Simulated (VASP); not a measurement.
# HfN (Fm-3m) in VASP: further runs, part 2 of 2

VASP 6.6.1.

## 3. Relaxation of cell and atoms, r2SCAN

This run uses another cell than the first one, of 11.77 Å³/atom, 1.025 times its volume.

POSCAR reads:

```
HfN
1.0
    0.0000000000      2.2746007550      2.2746007550
    2.2746007550      0.0000000000      2.2746007550
    2.2746007550      2.2746007550      0.0000000000
Hf N
1 1
Direct
    0.0000000000      0.0000000000      0.0000000000
    0.5000000000      0.5000000000      0.5000000000
```

INCAR.step1 reads:

```
ALGO = Normal
EDIFF = 1E-4
ENCUT = 600
GGA = PE
ISMEAR = -1
LASPH = True
LCHARG = False
LREAL = False
LWAVE = True
NELM = 100
PREC = Accurate
SIGMA = 0.02
```

INCAR.step2 reads:

```
ALGO = Normal
EDIFF = 1E-6
EDIFFG = -0.005
ENCUT = 600
IBRION = 2
ISIF = 3
ISMEAR = -1
ISTART = 1
LASPH = True
LCHARG = False
LMIXTAU = True
LREAL = False
LWAVE = False
METAGGA = R2SCAN
NELM = 100
NSW = 80
PREC = Accurate
SIGMA = 0.02
```

KPOINTS reads:

```
k-points
0
Gamma
  8 8 8
```

Potentials or basis: VASP PAW PBE potentials, release 64 (Hf_pv, N).

Run with:

```console
> cat potpaw_PBE.64/Hf_pv/POTCAR potpaw_PBE.64/N/POTCAR > POTCAR
> cp INCAR.step1 INCAR
> mpirun -np 1 vasp_std > vasp.out
> cp INCAR.step2 INCAR
> mpirun -np 1 vasp_std > vasp.out
```

OUTCAR:

```text
EDIFF = 1E-6
   EDIFFG = -0.005
   ENCUT = 600
   IBRION = 2
   ISIF = 3
   ISMEAR = -1
   ISTART = 1
   LASPH = True
   LREAL = False
   METAGGA = R2SCAN
   NELM = 100
   NSW = 80
   PREC = Accurate

 ion  position               nearest neighbor table
   1  0.000  0.000  0.000-   2 2.27   2 2.27   2 2.27   2 2.27   2 2.27   2 2.27
   2  0.500  0.500  0.500-   1 2.27   1 2.27   1 2.27   1 2.27   1 2.27   1 2.27

  LATTYP: Found a face centered cubic cell.
 ALAT       =     4.5492015100

  Lattice vectors:

 A1 = (   0.0000000000,   2.2746007550,   2.2746007550)
 A2 = (   2.2746007550,   0.0000000000,   2.2746007550)
 A3 = (   2.2746007550,   2.2746007550,   0.0000000000)

Analysis of symmetry for initial positions (statically):
=====================================================================
 Subroutine PRICEL returns:
[... 293 lines left out ...]
 cond. band min:       8.5724238129   @ k =   0.3750   0.1250   0.0000
 fundamental gap:      0.0430960480
 Fermi energy:         8.5630758654

 k-point     1 :       0.0000    0.0000    0.0000
  band No.  band energies     occupation
      1     -23.9709      2.00000
      2     -23.9709      2.00000
      3     -23.9709      2.00000
      4     -10.1533      2.00000
      5       5.1406      2.00000
      6       5.1406      2.00000
      7       5.1406      2.00000
      8       8.2229      2.00000
      9       8.2229      2.00000
     10       8.2229      2.00000
     11      10.5776      0.00000
[... 309 lines left out ...]
 k-point    24 :      -0.3750    0.2500    0.1250
  band No.  band energies     occupation
      1     -24.7903      2.00000
      2     -24.2956      2.00000
      3     -24.1370      2.00000
      4      -7.9869      2.00000
      5       0.3656      2.00000
      6       2.3221      2.00000
      7       2.3896      2.00000
      8      10.2528      0.00000
      9      10.6996      0.00000
     10      13.0209      0.00000
     11      15.1153      0.00000

 [... further k-points ...]
[... 5 lines left out ...]
  --------------------------------------------------------------------------------------
  -------------------------------------------------------------------------------------
  Total       -0.0012624     -0.0012624     -0.0012624      0.0000000     -0.0000000      0.0000000
  in kB       -0.0880319     -0.0880319     -0.0880319      0.0000000     -0.0000000      0.0000000
  external PRESSURE =      -0.0880319 kB  Pullay stress =       0.0000000 kB
[... 17 lines left out ...]
  FREE ENERGIE OF THE ION-ELECTRON SYSTEM (eV)
  ---------------------------------------------------
  free  energy   TOTEN  =       -58.2214790740 eV

  energy  without entropy=      -58.2199518126  energy(sigma->0) =      -58.22071544

 reached required accuracy - stopping structural energy minimisation
```

OUTCAR.step1:

```text
EDIFF = 1E-4
   ENCUT = 600
   GGA = PE
   ISMEAR = -1
   LASPH = True
[... 557 lines left out ...]
      0.00000      0.00000      0.00000         0.000000      0.000000      0.000000
      2.27460      2.27460      2.27460        -0.000000     -0.000000     -0.000000
 -----------------------------------------------------------------------------------
    total drift:                                0.000000      0.000000      0.000000

  FREE ENERGIE OF THE ION-ELECTRON SYSTEM (eV)
  ---------------------------------------------------
  free  energy   TOTEN  =       -21.7432049061 eV

  energy  without entropy=      -21.7417233071  energy(sigma->0) =      -21.74246411
```

Run time: 76 s. Hardware: 1 thread of Intel Xeon 6975P-C (Granite Rapids), shared host; peak memory 0.18 GiB.

Results:

| Quantity | Value |
| --- | --- |
| Free energy | -58.2215 eV |
| Relaxed volume | 11.49 Å³/atom |
| Relaxed cell | a = 3.191 Å, b = 3.191 Å, c = 3.191 Å, α = 60.00°, β = 60.00°, γ = 60.00° |
| Space group after relaxing (to 0.05 Å) | Fm-3m (No. 225) |
| Energy gained by relaxing | 5.8 meV/atom |
| Ionic steps | 4 |
| Pressure after relaxing | 0.0 GPa |

Step by step:
```
step  energy change (eV)  largest force (eV/Å)  pressure (GPa)  volume (Å³)
   1              0.0000                0.0000           -6.64        23.54
   2              0.0368                0.0000           15.19        21.91
   3             -0.0117                0.0000           -0.19        22.99
   4             -0.0117                0.0000           -0.01        22.97
```

Final structure:
```
CELL_PARAMETERS angstrom
0.00000 2.25635 2.25635
2.25635 0.00000 2.25635
2.25635 2.25635 0.00000
ATOMIC_POSITIONS crystal
Hf 0.00000 0.00000 0.00000
N 0.50000 0.50000 0.50000
```

Caveat: the PAW data sets were made with another functional, which shifts forces and pressure a little; spin-orbit coupling is left out, which moves the levels of the heavy elements.

## 4. Single point, HSE06

This run uses another cell than the first one, of 11.59 Å³/atom, 1.010 times its volume.

POSCAR reads:

```
HfN
1.0
    0.0000000000      2.2633344290      2.2633344290
    2.2633344290      0.0000000000      2.2633344290
    2.2633344290      2.2633344290      0.0000000000
Hf N
1 1
Direct
    0.0000000000      0.0000000000      0.0000000000
    0.5000000000      0.5000000000      0.5000000000
```

INCAR.step1 reads:

```
PREC = Accurate ; ENCUT = 520
EDIFF = 1E-5 ; ISMEAR = -1
SIGMA = 0.02 ; LREAL = F
LASPH = T ; NELM = 80
ALGO = Normal ; ISIF = 2
LWAVE = T ; LCHARG = F
GGA = PE ; NBANDS = 14
```

INCAR.step2 reads:

```
PREC = Accurate ; ENCUT = 520
EDIFF = 1E-6 ; ISMEAR = -1
SIGMA = 0.02 ; LREAL = F
LASPH = T ; NELM = 80
ALGO = Normal ; ISIF = 2
LWAVE = F ; LCHARG = F
GGA = PE ; LHFCALC = T
HFSCREEN = 0.2079 ; PRECFOCK = Normal
ISTART = 1 ; NBANDS = 14
```

KPOINTS reads:

```
regular mesh
0
Gamma
  6 6 6
```

Run with:

```console
> cat potpaw_PBE.64/Hf_pv/POTCAR potpaw_PBE.64/N/POTCAR > POTCAR
> cp INCAR.step1 INCAR
> mpirun -np 1 vasp_std > vasp.out
> cp INCAR.step2 INCAR
> mpirun -np 1 vasp_std > vasp.out
```

Run time: 8.5 min. Hardware: 1 thread of Intel Xeon 6975P-C (Granite Rapids), shared host; peak memory 0.26 GiB.

Results (log left out):

| Quantity | Value |
| --- | --- |
| Free energy | -25.3152 eV |
| Pressure | -5.8 GPa |

Levels at points of the mesh, in eV from the Fermi level:
```csv
k point,band 4,band 5,band 6,band 7,band 8,band 9,band 10,band 11,band 12,band 13
"(0.00, 0.00, 0.00)",-20.06,-4.04,-4.04,-4.04,-0.49,-0.49,-0.49,2.02,2.10,2.10
"(0.50, 0.00, 0.00)",-17.14,-10.46,-7.49,-7.49,3.60,4.02,4.02,4.49,9.54,9.54
"(0.50, 0.50, 0.00)",-18.90,-6.81,-4.85,-4.85,-4.52,4.37,5.93,5.93,6.02,8.43
```

Caveat: the k points lie up to 0.40 Å⁻¹ apart; the PAW data sets were made with another functional, which shifts forces and pressure a little; spin-orbit coupling is left out, which moves the levels of the heavy elements.

## 5. Summary

| task | level | cell | k mesh | cutoff (eV) | grid for exact exchange (PRECFOCK) | screening parameter | gap on the mesh (eV) | pressure (GPa) | relaxed volume (Å³/atom) |
| --- | --- | --- | --- | --- | --- | --- | --- | --- | --- |
| relaxation of cell and atoms | PBE | relaxed from a = 3.190 Å, angles 60.0°, 2 atoms | 8 × 8 × 8 | 600 | - | - | none | 0.0 | 11.66 |
| relaxation of cell and atoms | r2SCAN | relaxed from a = 3.217 Å, angles 60.0°, 2 atoms | 8 × 8 × 8 | 600 | - | - | none | 0.0 | 11.49 |
| single point | HSE06 | a = 3.201 Å, angles 60.0°, 2 atoms | 6 × 6 × 6 | 520 | Normal | 0.2079 1/Å | none | -5.8 | - |

Alike in all rows: potentials or basis VASP PAW PBE potentials, release 64 (Hf_pv, N); no spin polarisation; smearing fermi-dirac 0.02 eV.

Caveats: some runs use coarse meshes; spin-orbit coupling is left out, which moves the levels of the heavy elements; the PAW data sets were made with another functional, which shifts forces and pressure a little (some runs).

Absolute energies hang on the potentials; compare differences alone.
